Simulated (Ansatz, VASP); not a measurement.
**InP: VASP beside Ansatz**

File INCAR:

```
PREC = Accurate
ENCUT = 520
EDIFF = 1E-7
ISMEAR = -1
SIGMA = 0.02
LREAL = F
LASPH = T
NELM = 60
ALGO = Normal
ISIF = 2
LWAVE = F
LCHARG = F
GGA = PE
NBANDS = 16
```

The input KPOINTS:

```
regular mesh
0
Gamma
  8 8 8
```

POSCAR

```
InP
1.0
    0.0000000000      3.1254026998      2.7539660872
    3.1254026998      0.0000000000      2.7539660872
    3.1254026998      3.1254026998      0.0000000000
In P
1 1
Direct
    0.0000000000      0.0000000000      0.0000000000
    0.2500000000      0.2500000000      0.2500000000
```

Input for Ansatz:

```yaml
crystal:
  lattice:
    - [0.0, 3.1254026998, 2.7539660872]
    - [3.1254026998, 0.0, 2.7539660872]
    - [3.1254026998, 3.1254026998, 0.0]
  atoms:
    - { symbol: In, position: [0.0, 0.0, 0.0] }
    - { symbol: P, position: [0.25, 0.25, 0.25] }
kpoints:
  mp_grid: { grid: [8, 8, 8] }
  band_path:
    path:
      - [0.0, 0.0, 0.0]
      - [-0.5, -0.5, 0.0]
      - [-0.375, -0.375, 0.25]
      - [-0.375, 0.0, 0.375]
      - [0.0, 0.0, 0.5]
      - [-0.5, -0.25, 0.25]
    npoints: 1
hamiltonian:
  xc: pbe
scf:
  occupations: { method: fermi_dirac, width: 0.02 }
  n_extra_bands: 4
output:
  forces: true
  stress: true
  eigenvalues: true
```

Change from the starting cell: epitaxial_xy strain +5.8%.

Alike in both runs: task single point; functional PBE; k mesh 8 × 8 × 8; occupations fermi-dirac, width 0.02 eV; no spin polarisation.

```csv
,VASP,Ansatz
version,VASP 6.6.1,Ansatz 0.2.0
potentials or method,"VASP PAW PBE potentials, release 64 (In_d, P)","plane waves, PAW"
plane-wave cutoff (eV),520,420
valence electrons in the cell,18,18
```

Ansatz gave:

- pressure (GPa): -1.2
- traceless stress, the component that is largest in VASP (GPa): 2.73

Question: Which values does VASP return?

Answer: Pressure (GPa): -1.3; traceless stress, the component that is largest in VASP (GPa): 2.73.
